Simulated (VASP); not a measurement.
# Cu (Fm-3m) in VASP: notebook, part 2 of 2

VASP 6.6.1. Earlier steps stand in the parts before.

**4. Single point, r2SCAN**

Contents of POSCAR:

```
Cu
1.0
    0.0000000000      1.7887150000      1.7887150000
    1.7887150000      0.0000000000      1.7887150000
    1.7887150000      1.7887150000      0.0000000000
Cu
1
Direct
    0.0000000000      0.0000000000      0.0000000000
```

Contents of INCAR.step1:

```
SYSTEM = Cu
ALGO = Normal
EDIFF = 1E-5
ENCUT = 660
GGA = PE
GGA_COMPAT = .False.
ISMEAR = -1
LASPH = .True.
LCHARG = .False.
LREAL = .False.
LWAVE = .True.
NBANDS = 12
NELM = 120
PREC = Accurate
SIGMA = 0.1
```

Contents of INCAR.step2:

```
SYSTEM = Cu
ALGO = Normal
EDIFF = 1E-6
ENCUT = 660
GGA_COMPAT = .False.
ISIF = 2
ISMEAR = -1
ISTART = 1
LASPH = .True.
LCHARG = .False.
LMIXTAU = .True.
LREAL = .False.
LWAVE = .False.
METAGGA = R2SCAN
NBANDS = 12
NELM = 120
PREC = Accurate
SIGMA = 0.1
```

Contents of KPOINTS:

```
k-points
0
Gamma
  11 11 11
  0 0 0
```

Potentials or basis: VASP PAW PBE potentials, release 64 (Cu).

On the command line:

```bash
cat potpaw_PBE.64/Cu/POTCAR > POTCAR
cp INCAR.step1 INCAR
mpirun -np 1 vasp_std > vasp.out
cp INCAR.step2 INCAR
mpirun -np 1 vasp_std > vasp.out
```

OUTCAR:

```text
SYSTEM = Cu
   EDIFF = 1E-6
   ENCUT = 660
   ISIF = 2
   ISMEAR = -1
   ISTART = 1
   LASPH = .True.
   LREAL = .False.
   METAGGA = R2SCAN
   NELM = 120
   PREC = Accurate

 ion  position               nearest neighbor table
   1  0.000  0.000  0.000-

  LATTYP: Found a face centered cubic cell.
 ALAT       =     3.5774300000

  Lattice vectors:

 A1 = (   0.0000000000,   1.7887150000,   1.7887150000)
 A2 = (   1.7887150000,   0.0000000000,   1.7887150000)
 A3 = (   1.7887150000,   1.7887150000,   0.0000000000)

Analysis of symmetry for initial positions (statically):
=====================================================================
 Subroutine PRICEL returns:
 Original cell was already a primitive cell.

 Routine SETGRP: Setting up the symmetry group for a
 face centered cubic supercell.

 Subroutine GETGRP returns: Found 48 space group operations
 (whereof 48 operations were pure point group operations)
 out of a pool of 48 trial point group operations.

The static configuration has the point symmetry O_h .

Analysis of symmetry for dynamics (positions and initial velocities):
=====================================================================
 Subroutine PRICEL returns:
 Original cell was already a primitive cell.

 Routine SETGRP: Setting up the symmetry group for a
 face centered cubic supercell.

 Subroutine GETGRP returns: Found 48 space group operations
 (whereof 48 operations were pure point group operations)
 out of a pool of 48 trial point group operations.

The dynamic configuration has the point symmetry O_h .

 Subroutine INISYM returns: Found 48 space group operations
 (whereof 48 operations are pure point group operations),
 and found     1 'primitive' translations

----------------------------------------------------------------------------------------

                                     Primitive cell

  volume of cell :      11.4460

  direct lattice vectors                    reciprocal lattice vectors
     0.000000000  1.788715000  1.788715000    -0.279530277  0.279530277  0.279530277
     1.788715000  0.000000000  1.788715000     0.279530277 -0.279530277  0.279530277
     1.788715000  1.788715000  0.000000000     0.279530277  0.279530277 -0.279530277

  length of vectors
     2.529625012  2.529625012  2.529625012     0.484160643  0.484160643  0.484160643

  position of ions in fractional coordinates (direct lattice)
     0.000000000  0.000000000  0.000000000

  ion indices of the primitive-cell ions
   primitive index   ion index
                 1           1

----------------------------------------------------------------------------------------

 KPOINTS: k-points

Automatic generation of k-mesh.
 Grid dimensions read from file:
 generate k-points for:   11   11   11

 Generating k-lattice:

  Cartesian coordinates                     Fractional coordinates (reciprocal lattice)
    -0.025411843  0.025411843  0.025411843     0.090909091  0.000000000  0.000000000
     0.025411843 -0.025411843  0.025411843     0.000000000  0.090909091  0.000000000
     0.025411843  0.025411843 -0.025411843     0.000000000  0.000000000  0.090909091

  Length of vectors
     0.044014604  0.044014604  0.044014604

  Shift w.r.t. Gamma in fractional coordinates (k-lattice)
     0.000000000  0.000000000  0.000000000

 Subroutine IBZKPT returns following result:
 ===========================================

 Found     56 irreducible k-points:

 Following reciprocal coordinates:
            Coordinates               Weight
  0.000000  0.000000  0.000000      1.000000
  0.090909  0.000000  0.000000      8.000000
  0.181818  0.000000  0.000000      8.000000
  0.272727  0.000000  0.000000      8.000000
  0.363636  0.000000  0.000000      8.000000
  0.454545  0.000000  0.000000      8.000000
[... 16 lines left out ...]
 -0.272727  0.181818  0.000000     24.000000
 -0.181818  0.181818  0.000000     12.000000
 [... further k-points ...]
   k-points           NKPTS =     56   k-points in BZ     NKDIM =     56   number of bands    NBANDS=     12
   number of dos      NEDOS =    301   number of ions     NIONS =      1
   total plane-waves  NPLWV =  13824
   dimension x,y,z NGX =    24 NGY =   24 NGZ =   24
   dimension x,y,z NGXF=    48 NGYF=   48 NGZF=   48
   ions per type =               1
   NGX,Y,Z   is equivalent  to a cutoff of  15.77, 15.77, 15.77 a.u.
   NGXF,Y,Z  is equivalent  to a cutoff of  31.55, 31.55, 31.55 a.u.
 SYSTEM =  Cu
   PREC   = accura    normal or accurate (medium, high low for compatibility)
   ISTART =      1    job   : 0-new  1-cont  2-samecut
   ICHARG =      0    charge: 1-file 2-atom 10-const
   ISPIN  =      1    spin polarized calculation?
   LNONCOLLINEAR =      F non collinear calculations
   LSORBIT =      F    spin-orbit coupling
   LASPH  =      T    aspherical Exc in radial PAW
   ENCUT  =  660.0 eV  48.51 Ry    6.96 a.u.   5.30  5.30  5.30*2*pi/ulx,y,z
   NELM   =    120;   NELMIN=  2; NELMDL=  0     # of ELM steps
   EDIFF  = 0.1E-05   stopping-criterion for ELM
   LREAL  =      F    real-space projection
   EDIFFG = 0.1E-04   stopping-criterion for IOM
   NSW    =      0    number of steps for IOM
   IBRION =     -1    ionic relax: 0-MD 1-quasi-New 2-CG
   NFREE  =      0    steps in history (QN), initial steepest desc. (CG)
   ISIF   =      2    stress and relaxation
   ISYM   =      2    0-nonsym 1-usesym 2-fastsym
   POTIM  = 0.5000    time-step for ionic-motion
   TEBEG  =    0.0;   TEEND  =   0.0 temperature during run
   PSTRESS=    0.0 pullay stress
   NELECT =      11.0000    total number of electrons
   NUPDOWN=      -1.0000    fix difference up-down
   EMIN   =  10.00;   EMAX   =-10.00  energy-range for DOS
   EFERMI =   0.00;   METHOD = LEGACY
   ISMEAR =    -1;   SIGMA  =   0.10  broadening in eV -4-tet -1-fermi 0-gaus
   EFERMI_NEDOS =   21; number of points for ismear=-14 and -15
   IALGO  =     38    algorithm
   IMIX   =      4    mixing-type and parameters
     AMIX     =   0.40;   BMIX     =  1.00
     AMIX_MAG =   1.60;   BMIX_MAG =  1.00
  volume/ion in A,a.u.               =      11.45        77.24
  Fermi-wavevector in a.u.,A,eV,Ry     =   1.615553  3.052953 35.511368  2.610012
  Thomas-Fermi vector in A             =   2.710282
   LORBIT       =      0    0 simple, 1 ext, 2 COOP (PROOUT), +10 PAW based schemes
   METAGGA = R2SCAN    functional components
   LHFCALC =     F    Hartree Fock is set to
   AEXX    =    0.0000 exact exchange contribution
   IVDW    =     0    specifies the selected vdW correction
   LEPSILON=     F    determine dielectric tensor
   LRPA    =     F    only Hartree local field effects (RPA)
 non-spin polarized calculation
  energy-cutoff  :      660.00
  volume of cell :       11.45
 maximum number of plane-waves:       459
 NGX is ok and might be reduce to    24
   NGX = 11   NGY = 11   NGZ = 11

 number of electron      10.9999999 magnetization

 Free energy of the ion-electron system (eV)
  ---------------------------------------------------
  ext. energy  EPLUGINS =         0.00000000
  ---------------------------------------------------
  free energy    TOTEN  =       -10.83610662 eV

  energy without entropy =      -10.82938774  energy(sigma->0) =      -10.83274718

 E-fermi :   7.8884     XC(G=0): -13.9584

 val. band max:        7.7489092754   @ k =   0.4545   0.2727   0.0000
 cond. band min:       8.0027532512   @ k =   0.4545   0.3636   0.0000
 fundamental gap:      0.2538439759
 Fermi energy:         7.8884281763

 k-point     1 :       0.0000    0.0000    0.0000
  band No.  band energies     occupation
      1      -2.1311      2.00000
      2       4.5460      2.00000
      3       4.5460      2.00000
      4       4.5460      2.00000
      5       5.4024      2.00000
      6       5.4024      2.00000
      7      31.4294      0.00000
      8      34.7164      0.00000
      9      34.7164      0.00000
     10      34.7164      0.00000
     11      37.1286      0.00000
     12      37.1286      0.00000

 k-point     2 :       0.0909    0.0000    0.0000
  band No.  band energies     occupation
      1      -1.8125      2.00000
      2       4.4784      2.00000
      3       4.6037      2.00000
      4       4.6037      2.00000
      5       5.3811      2.00000
      6       5.3811      2.00000
      7      29.4624      0.00000
      8      32.5170      0.00000
      9      33.8483      0.00000
     10      33.8483      0.00000
     11      38.4156      0.00000
     12      38.4156      0.00000
[... 316 lines left out ...]
 k-point    24 :      -0.1818    0.1818    0.0000
  band No.  band energies     occupation
      1       0.9636      2.00000
      2       4.0408      2.00000
      3       4.5939      2.00000
      4       5.0600      2.00000
      5       5.0700      2.00000
      6       6.0959      2.00000
      7      21.9460      0.00000
      8      22.8505      0.00000
      9      33.2797      0.00000
     10      33.7260      0.00000
     11      36.5711      0.00000
     12      38.9419      0.00000

 [... further k-points ...]
[... 5 lines left out ...]
  --------------------------------------------------------------------------------------
  -------------------------------------------------------------------------------------
  Total        0.0088396      0.0088396      0.0088396     -0.0000000      0.0000000     -0.0000000
  in kB        1.2373442      1.2373442      1.2373442     -0.0000000      0.0000000     -0.0000000
  external PRESSURE =       1.2373442 kB  Pullay stress =       0.0000000 kB

 VOLUME and BASIS-vectors are now :
 -----------------------------------------------------------------------------
  energy-cutoff  :      660.00
  volume of cell :       11.45
      direct lattice vectors                 reciprocal lattice vectors
     0.000000000  1.788715000  1.788715000    -0.279530277  0.279530277  0.279530277
     1.788715000  0.000000000  1.788715000     0.279530277 -0.279530277  0.279530277
     1.788715000  1.788715000  0.000000000     0.279530277  0.279530277 -0.279530277

 POSITION                                       TOTAL-FORCE (eV/Angst)
 -----------------------------------------------------------------------------------
      0.00000      0.00000      0.00000        -0.000000     -0.000000      0.000000
 -----------------------------------------------------------------------------------
    total drift:                                0.000000      0.000000     -0.000000

  FREE ENERGIE OF THE ION-ELECTRON SYSTEM (eV)
  ---------------------------------------------------
  free  energy   TOTEN  =       -10.8361066206 eV

  energy  without entropy=      -10.8293877389  energy(sigma->0) =      -10.83274718
```

Run time: 40 s. Hardware: 1 thread of Intel Xeon Platinum 8259CL at 2.50GHz (Skylake/Cascade Lake), shared host; peak memory 0.15 GiB.

What came out:

| Property | Result |
| --- | --- |
| Free energy | -10.8361 eV |
| Pressure | 0.1 GPa |

Caveat: the PAW data sets were made with another functional, which shifts forces and pressure a little.
